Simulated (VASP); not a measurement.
MgS:

```xyz
2
Lattice="0.0000 2.6149 2.6149 2.6149 0.0000 2.6149 2.6149 2.6149 0.0000" Properties=species:S:1:pos:R:3 pbc="T T T"
Mg    0.0000    0.0000    0.0000
S     2.6149    2.6149    2.6149
```

| Quantity | Value |
| --- | --- |
| Program | VASP 6.6.1 |
| Task | relaxation of cell and atoms |
| Functional | PBEsol |
| Potentials or basis | VASP PAW PBE potentials, release 64 (Mg, S) |
| Cutoff | 600 eV |
| k mesh | 8 × 8 × 8 |
| Occupations | fermi-dirac, width 0.02 eV |
| Spin | no spin polarisation |

At the start: pressure -2.2 GPa; volume 17.88 Å³/atom.

Problem. How do energy, volume and symmetry change on relaxing?

Solution. Over 3 steps the energy falls by 3.7 meV/atom and the volume is 17.36 Å³/atom (-2.9 %); space group Fm-3m (No. 225, to 0.1 Å) before and after.

Step by step:
| step | energy change (eV) | largest force (eV/Å) | pressure (GPa) | volume (Å³) |
| --- | --- | --- | --- | --- |
| 1 | 0.0000 | 0.0000 | -2.21 | 35.76 |
| 2 | -0.0070 | 0.0000 | 0.51 | 34.50 |
| 3 | -0.0074 | 0.0000 | 0.00 | 34.71 |

Final structure:
```xyz
2
Lattice="0.0000 2.5891 2.5891 2.5891 0.0000 2.5891 2.5891 2.5891 0.0000" Properties=species:S:1:pos:R:3 pbc="T T T"
Mg    0.0000    0.0000    0.0000
S     2.5891    2.5891    2.5891
```

Caveat: the PAW data sets were made with another functional, which shifts forces and pressure a little.
